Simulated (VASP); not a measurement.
## Ti: single point with LDA

Ti:

```
Ti
1.0
     0.00000    2.07968    1.92516
     2.07968    0.00000    1.92516
     2.07968    2.07968    0.00000
Ti
1
Direct
  0.00000 0.00000 0.00000
```

```
Program             : VASP 6.6.1
Task                : single point
Functional          : LDA
Potentials or basis : VASP PAW LDA potentials, release 64 (Ti_sv)
Cutoff              : 520 eV
k mesh              : 22 × 22 × 22
Occupations         : gaussian, width 0.15 eV
Spin                : no spin polarisation
```

| Item | Value |
| --- | --- |
| Pressure | -4.6 GPa |
| Band gap on the k mesh | zero (bands 6 and 7 overlap by 1.47 eV) |

Stress tensor (GPa, compression positive):
```
-5.34  0.00  0.00
 0.00 -5.34  0.00
 0.00  0.00 -3.05
```

Levels at points of the mesh, in eV from the Fermi level:
```tsv
k point	band 2	band 3	band 4	band 5	band 6	band 7	band 8	band 9	band 10	band 11
(0.00, 0.00, 0.00)	-32.11	-32.11	-32.10	-6.10	0.71	0.71	1.31	2.20	2.89	15.69
(0.50, 0.00, 0.00)	-32.90	-32.26	-32.17	-2.67	0.39	0.88	1.13	3.59	3.91	8.67
(0.50, 0.50, 0.00)	-32.84	-32.46	-32.46	-2.68	-1.95	3.71	4.07	4.07	4.15	11.34
(0.50, 0.00, 0.50)	-32.85	-32.40	-32.31	-2.73	-1.72	2.66	3.68	3.81	4.25	10.62
```

It took 110 s on 1 thread of Intel(R) Xeon(R) Platinum 8559C (Emerald Rapids), on a shared host, peak memory 0.27 GiB.

Caveat: the cell stands under tension.
